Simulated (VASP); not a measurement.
# Ti4Hg3PbO12 (Im-3) in VASP: single point with PBEsol

Aim: the single point of Ti4Hg3PbO12 with PBEsol.

Program: VASP 6.6.1. These are calculated values, not measurements. Logs are shortened: lines on timing, memory, paths and dates and some standing lists are left out, and cuts for length are marked.

### Step 1. The cell of the first run

It takes space group Im-3 (No. 204, cubic). The conventional cell has a = 7.704 Å, b = 7.704 Å, c = 7.704 Å, α = 90.00°, β = 90.00°, γ = 90.00°. Within 3.6 Å of Pb (site symmetry m-3) lie 12 O at 2.71 Å and 8 Ti at 3.34 Å. Hg (site symmetry mmm) has 8 O at 2.29 to 2.81 Å within 3.0 Å. Ti (site symmetry -3) has 6 O at 1.97 Å within 2.6 Å. O (site symmetry m) has 2 Ti at 1.97 Å and 1 Hg at 2.29 Å within 2.6 Å.

### Step 2. Single point, PBEsol

Contents of INCAR:

```
SYSTEM = Ti4Hg3PbO12
ALGO     = Normal         ! electronic algorithm
EDIFF    = 1E-6           ! SCF threshold, eV
ENCUT    = 520            ! plane-wave cutoff, eV
GGA      = PS             ! functional
ISIF     = 2              ! what is computed and relaxed
ISMEAR   = 0              ! smearing method
LASPH    = .TRUE.         ! aspherical terms in the spheres
LCHARG   = .FALSE.        ! write CHGCAR
LREAL    = Auto         
LWAVE    = .FALSE.        ! write WAVECAR
NBANDS   = 101            ! bands
NELM     = 80             ! most SCF steps
PREC     = Accurate       ! precision mode
SIGMA    = 0.02           ! smearing width, eV
```

Contents of KPOINTS:

```
k-points
0
G
  6 6 6
  0 0 0
```

Contents of POSCAR:

```
Ti4Hg3PbO12
1.0
   -3.8518959891      3.8518959891      3.8518959891
    3.8518959891     -3.8518959891      3.8518959891
    3.8518959891      3.8518959891     -3.8518959891
Pb Hg Ti O
1 3 4 12
Direct
    0.0000000000      0.0000000000      0.0000000000
    0.0000000000      0.5000000000      0.5000000000
    0.5000000000      0.0000000000      0.5000000000
    0.5000000000      0.5000000000      0.0000000000
    0.5000000000      0.5000000000      0.5000000000
    0.0000000000      0.0000000000      0.5000000000
    0.5000000000      0.0000000000      0.0000000000
    0.0000000000      0.5000000000      0.0000000000
    0.9206753980      0.2058610686      0.7148143294
    0.0793246020      0.7941389314      0.2851856706
    0.4910467392      0.2058610686      0.2851856706
    0.5089532608      0.7941389314      0.7148143294
    0.7148143294      0.9206753980      0.2058610686
    0.2851856706      0.0793246020      0.7941389314
    0.2851856706      0.4910467392      0.2058610686
    0.7148143294      0.5089532608      0.7941389314
    0.2058610686      0.7148143294      0.9206753980
    0.7941389314      0.2851856706      0.0793246020
    0.2058610686      0.2851856706      0.4910467392
    0.7941389314      0.7148143294      0.5089532608
```

Potentials or basis: VASP PAW PBE potentials, release 64 (Pb_d, Hg, Ti_sv, O).

The run is started by

```sh
$ cat potpaw_PBE.64/Pb_d/POTCAR potpaw_PBE.64/Hg/POTCAR potpaw_PBE.64/Ti_sv/POTCAR potpaw_PBE.64/O/POTCAR > POTCAR
$ mpirun -np 1 vasp_std > vasp.out
```

OUTCAR:

```text
SYSTEM = Ti4Hg3PbO12
   EDIFF = 1E-6
   ENCUT = 520
   GGA = PS
   ISIF = 2
   ISMEAR = 0
   LASPH = .TRUE.
   LREAL = Auto
   NELM = 80
   PREC = Accurate

 ion  position               nearest neighbor table
   1  0.000  0.000  0.000-   9 2.71  10 2.71  11 2.71  12 2.71  13 2.71  14 2.71  15 2.71  16 2.71
                            17 2.71  18 2.71  19 2.71  20 2.71   5 3.34   6 3.34   7 3.34   8 3.34
   2  0.000  0.500  0.500-  19 2.29  20 2.29  17 2.29  18 2.29   9 2.81  10 2.81  12 2.81  11 2.81
                             8 3.34   5 3.34   6 3.34   8 3.34   6 3.34   5 3.34   7 3.34   7 3.34
   3  0.500  0.000  0.500-   9 2.29  10 2.29  11 2.29  12 2.29  16 2.81  13 2.81  14 2.81  15 2.81
                             8 3.34   5 3.34   6 3.34   7 3.34   5 3.34   7 3.34   6 3.34   8 3.34
   4  0.500  0.500  0.000-  13 2.29  14 2.29  15 2.29  16 2.29  20 2.81  17 2.81  18 2.81  19 2.81
                             8 3.34   5 3.34   6 3.34   5 3.34   7 3.34   7 3.34   8 3.34   6 3.34
   5  0.500  0.500  0.500-  11 1.97  12 1.97  15 1.97  16 1.97  19 1.97  20 1.97   3 3.34   4 3.34
                             1 3.34   2 3.34   4 3.34   3 3.34   2 3.34   1 3.34
   6  0.000  0.000  0.500-   9 1.97  10 1.97  13 1.97  14 1.97  19 1.97  20 1.97   3 3.34   4 3.34
                             1 3.34   2 3.34   1 3.34   2 3.34   3 3.34   4 3.34
   7  0.500  0.000  0.000-  17 1.97  18 1.97  13 1.97  14 1.97  11 1.97  12 1.97   3 3.34   4 3.34
                             1 3.34   2 3.34   3 3.34   4 3.34   1 3.34   2 3.34
   8  0.000  0.500  0.000-  17 1.97  18 1.97  15 1.97  16 1.97   9 1.97  10 1.97   3 3.34   4 3.34
                             1 3.34   2 3.34   2 3.34   1 3.34   4 3.34   3 3.34
   9  0.921  0.206  0.715-   6 1.97   8 1.97   3 2.29   1 2.71   2 2.81
  10  0.079  0.794  0.285-   6 1.97   8 1.97   3 2.29   1 2.71   2 2.81
  11  0.491  0.206  0.285-   5 1.97   7 1.97   3 2.29   1 2.71   2 2.81
  12  0.509  0.794  0.715-   5 1.97   7 1.97   3 2.29   1 2.71   2 2.81
  13  0.715  0.921  0.206-   6 1.97   7 1.97   4 2.29   1 2.71   3 2.81
  14  0.285  0.079  0.794-   6 1.97   7 1.97   4 2.29   1 2.71   3 2.81
  15  0.285  0.491  0.206-   5 1.97   8 1.97   4 2.29   1 2.71   3 2.81
  16  0.715  0.509  0.794-   5 1.97   8 1.97   4 2.29   1 2.71   3 2.81
  17  0.206  0.715  0.921-   7 1.97   8 1.97   2 2.29   1 2.71   4 2.81
  18  0.794  0.285  0.079-   7 1.97   8 1.97   2 2.29   1 2.71   4 2.81
  19  0.206  0.285  0.491-   5 1.97   6 1.97   2 2.29   1 2.71   4 2.81
  20  0.794  0.715  0.509-   5 1.97   6 1.97   2 2.29   1 2.71   4 2.81

  LATTYP: Found a body centered cubic cell.
 ALAT       =     7.7037919782

  Lattice vectors:

 A1 = (  -3.8518959891,   3.8518959891,   3.8518959891)
 A2 = (   3.8518959891,  -3.8518959891,   3.8518959891)
 A3 = (   3.8518959891,   3.8518959891,  -3.8518959891)

Analysis of symmetry for initial positions (statically):
=====================================================================
 Subroutine PRICEL returns:
 Original cell was already a primitive cell.

 Routine SETGRP: Setting up the symmetry group for a
 body centered cubic supercell.

 Subroutine GETGRP returns: Found 24 space group operations
 (whereof 24 operations were pure point group operations)
 out of a pool of 48 trial point group operations.

The static configuration has the point symmetry T_h .

Analysis of symmetry for dynamics (positions and initial velocities):
=====================================================================
 Subroutine PRICEL returns:
 Original cell was already a primitive cell.

 Routine SETGRP: Setting up the symmetry group for a
 body centered cubic supercell.

 Subroutine GETGRP returns: Found 24 space group operations
 (whereof 24 operations were pure point group operations)
 out of a pool of 48 trial point group operations.

The dynamic configuration has the point symmetry T_h .

 Subroutine INISYM returns: Found 24 space group operations
 (whereof 24 operations are pure point group operations),
 and found     1 'primitive' translations

----------------------------------------------------------------------------------------

                                     Primitive cell

  volume of cell :     228.6039

  direct lattice vectors                    reciprocal lattice vectors
    -3.851895989  3.851895989  3.851895989     0.000000000  0.129806205  0.129806205
     3.851895989 -3.851895989  3.851895989     0.129806205  0.000000000  0.129806205
     3.851895989  3.851895989 -3.851895989     0.129806205  0.129806205  0.000000000

  length of vectors
     6.671679559  6.671679559  6.671679559     0.183573695  0.183573695  0.183573695

[... 56 lines left out ...]
     0.000000000  0.021634367  0.021634367     0.166666667  0.000000000  0.000000000
     0.021634367  0.000000000  0.021634367     0.000000000  0.166666667  0.000000000
     0.021634367  0.021634367  0.000000000     0.000000000  0.000000000  0.166666667

  Length of vectors
     0.030595616  0.030595616  0.030595616

  Shift w.r.t. Gamma in fractional coordinates (k-lattice)
     0.000000000  0.000000000  0.000000000

 Subroutine IBZKPT returns following result:
 ===========================================

 Found     18 irreducible k-points:

 Following reciprocal coordinates:
            Coordinates               Weight
  0.000000  0.000000  0.000000      1.000000
  0.166667  0.000000  0.000000     12.000000
  0.333333  0.000000  0.000000     12.000000
  0.500000  0.000000  0.000000      6.000000
  0.166667  0.166667  0.000000     24.000000
  0.333333  0.166667  0.000000     24.000000
[... 10 lines left out ...]
  0.500000  0.500000  0.333333     12.000000
  0.500000  0.500000  0.500000      1.000000
   k-points           NKPTS =     18   k-points in BZ     NKDIM =     18   number of bands    NBANDS=    101
   number of dos      NEDOS =    301   number of ions     NIONS =     20
   total plane-waves  NPLWV = 125000
   dimension x,y,z NGX =    50 NGY =   50 NGZ =   50
   dimension x,y,z NGXF=   100 NGYF=  100 NGZF=  100
   ions per type =               1   3   4  12
   NGX,Y,Z   is equivalent  to a cutoff of  12.46, 12.46, 12.46 a.u.
   NGXF,Y,Z  is equivalent  to a cutoff of  24.92, 24.92, 24.92 a.u.
 SYSTEM =  Ti4Hg3PbO12
   PREC   = accura    normal or accurate (medium, high low for compatibility)
   ISTART =      0    job   : 0-new  1-cont  2-samecut
   ICHARG =      2    charge: 1-file 2-atom 10-const
   ISPIN  =      1    spin polarized calculation?
   LNONCOLLINEAR =      F non collinear calculations
   LSORBIT =      F    spin-orbit coupling
   LASPH  =      T    aspherical Exc in radial PAW
   ENCUT  =  520.0 eV  38.22 Ry    6.18 a.u.  12.40 12.40 12.40*2*pi/ulx,y,z
   NELM   =     80;   NELMIN=  2; NELMDL= -5     # of ELM steps
   EDIFF  = 0.1E-05   stopping-criterion for ELM
   LREAL  =      T    real-space projection
   EDIFFG = 0.1E-04   stopping-criterion for IOM
   NSW    =      0    number of steps for IOM
   IBRION =     -1    ionic relax: 0-MD 1-quasi-New 2-CG
   NFREE  =      0    steps in history (QN), initial steepest desc. (CG)
   ISIF   =      2    stress and relaxation
   ISYM   =      2    0-nonsym 1-usesym 2-fastsym
   POTIM  = 0.5000    time-step for ionic-motion
   TEBEG  =    0.0;   TEEND  =   0.0 temperature during run
   PSTRESS=    0.0 pullay stress
   NELECT =     170.0000    total number of electrons
   NUPDOWN=      -1.0000    fix difference up-down
   EMIN   =  10.00;   EMAX   =-10.00  energy-range for DOS
   EFERMI =   0.00;   METHOD = LEGACY
   ISMEAR =     0;   SIGMA  =   0.02  broadening in eV -4-tet -1-fermi 0-gaus
   EFERMI_NEDOS =   21; number of points for ismear=-14 and -15
   IALGO  =     38    algorithm
   IMIX   =      4    mixing-type and parameters
     AMIX     =   0.40;   BMIX     =  1.00
     AMIX_MAG =   1.60;   BMIX_MAG =  1.00
  volume/ion in A,a.u.               =      11.43        77.13
  Fermi-wavevector in a.u.,A,eV,Ry     =   1.483189  2.802821 29.930784  2.199851
  Thomas-Fermi vector in A             =   2.596882
   LORBIT       =      0    0 simple, 1 ext, 2 COOP (PROOUT), +10 PAW based schemes
   GGA     = PS    functional components
   LHFCALC =     F    Hartree Fock is set to
   AEXX    =    0.0000 exact exchange contribution
   IVDW    =     0    specifies the selected vdW correction
   LEPSILON=     F    determine dielectric tensor
   LRPA    =     F    only Hartree local field effects (RPA)
 non-spin polarized calculation
 Gauss-broadening in eV      SIGMA  =   0.02
  energy-cutoff  :      520.00
  volume of cell :      228.60
 maximum number of plane-waves:      6194
 NGX is ok and might be reduce to    50
   NGX = 25   NGY = 25   NGZ = 25

 number of electron     169.9999994 magnetization

 Free energy of the ion-electron system (eV)
  ---------------------------------------------------
  ext. energy  EPLUGINS =         0.00000000
  ---------------------------------------------------
  free energy    TOTEN  =      -142.48412589 eV

  energy without entropy =     -142.48412589  energy(sigma->0) =     -142.48412589

 E-fermi :   4.9530     XC(G=0): -12.0939

 val. band max:        4.7489855067   @ k =   0.5000   0.5000   0.5000
 cond. band min:       6.3817477317   @ k =   0.5000   0.5000   0.5000
 fundamental gap:      1.6327622249
 Fermi energy:         4.9530049888

 k-point     1 :       0.0000    0.0000    0.0000
  band No.  band energies     occupation
      1     -51.9335      2.00000
      2     -51.9299      2.00000
      3     -51.9299      2.00000
      4     -51.9299      2.00000
      5     -28.3364      2.00000
      6     -28.3364      2.00000
[... 1789 lines left out ...]
     96       8.2852      0.00000
     97       8.2852      0.00000
 [bands above 97 left out]

------------------------ aborting loop because EDIFF is reached ----------------------------------------

  FORCE on cell =-STRESS in cart. coord.  units (eV):
  Direction    XX          YY          ZZ          XY          YZ          ZX
  --------------------------------------------------------------------------------------
  -------------------------------------------------------------------------------------
  Total        1.3016469      1.3016469      1.3016469     -0.0000000     -0.0000000      0.0000000
  in kB        9.1226315      9.1226315      9.1226315     -0.0000000     -0.0000000      0.0000000
  external PRESSURE =       9.1226315 kB  Pullay stress =       0.0000000 kB

 VOLUME and BASIS-vectors are now :
 -----------------------------------------------------------------------------
  energy-cutoff  :      520.00
  volume of cell :      228.60
      direct lattice vectors                 reciprocal lattice vectors
    -3.851895989  3.851895989  3.851895989     0.000000000  0.129806205  0.129806205
     3.851895989 -3.851895989  3.851895989     0.129806205  0.000000000  0.129806205
     3.851895989  3.851895989 -3.851895989     0.129806205  0.129806205  0.000000000

 POSITION                                       TOTAL-FORCE (eV/Angst)
 -----------------------------------------------------------------------------------
      0.00000      0.00000      0.00000         0.000000     -0.000000     -0.000000
      3.85190      0.00000      0.00000         0.000000     -0.000000     -0.000000
      0.00000      3.85190      0.00000         0.000000     -0.000000     -0.000000
      0.00000      0.00000      3.85190         0.000000     -0.000000     -0.000000
      1.92595      1.92595      1.92595         0.000000     -0.000000     -0.000000
      1.92595      1.92595     -1.92595         0.000000     -0.000000     -0.000000
[... 12 lines left out ...]
      2.19701      1.58591      0.00000        -0.038830      0.030021     -0.000000
      1.65488      2.26599      3.85190         0.038830     -0.030021     -0.000000
 -----------------------------------------------------------------------------------
    total drift:                                0.000000      0.000000      0.000000

  FREE ENERGIE OF THE ION-ELECTRON SYSTEM (eV)
  ---------------------------------------------------
  free  energy   TOTEN  =      -142.4841258947 eV

  energy  without entropy=     -142.4841258947  energy(sigma->0) =     -142.48412589
```

It took 21 min on 1 thread of Intel Xeon Platinum 8259CL at 2.50GHz (Skylake/Cascade Lake), shared host; peak memory 0.51 GiB.

Results:

| Item | Value |
| --- | --- |
| Free energy | -142.4841 eV |
| Pressure | 0.9 GPa |
| Largest force | 0.049 eV/Å |
| Band gap on the k mesh | 1.63 eV |

Forces in eV/Å, atoms in the order of the input:
```
Pb   0.000  0.000  0.000
Hg   0.000  0.000  0.000
Hg   0.000  0.000  0.000
Hg   0.000  0.000  0.000
Ti   0.000  0.000  0.000
Ti   0.000  0.000  0.000
Ti   0.000  0.000  0.000
Ti   0.000  0.000  0.000
O    0.000  0.039  0.030
O    0.000 -0.039 -0.030
O    0.000 -0.039  0.030
O    0.000  0.039 -0.030
O    0.030  0.000  0.039
O   -0.030  0.000 -0.039
O    0.030  0.000 -0.039
O   -0.030  0.000  0.039
O    0.039  0.030  0.000
O   -0.039 -0.030  0.000
O   -0.039  0.030  0.000
O    0.039 -0.030  0.000
```

Caveat: the PAW data sets were made with another functional, which shifts forces and pressure a little; spin-orbit coupling is left out, which moves the levels of the heavy elements.
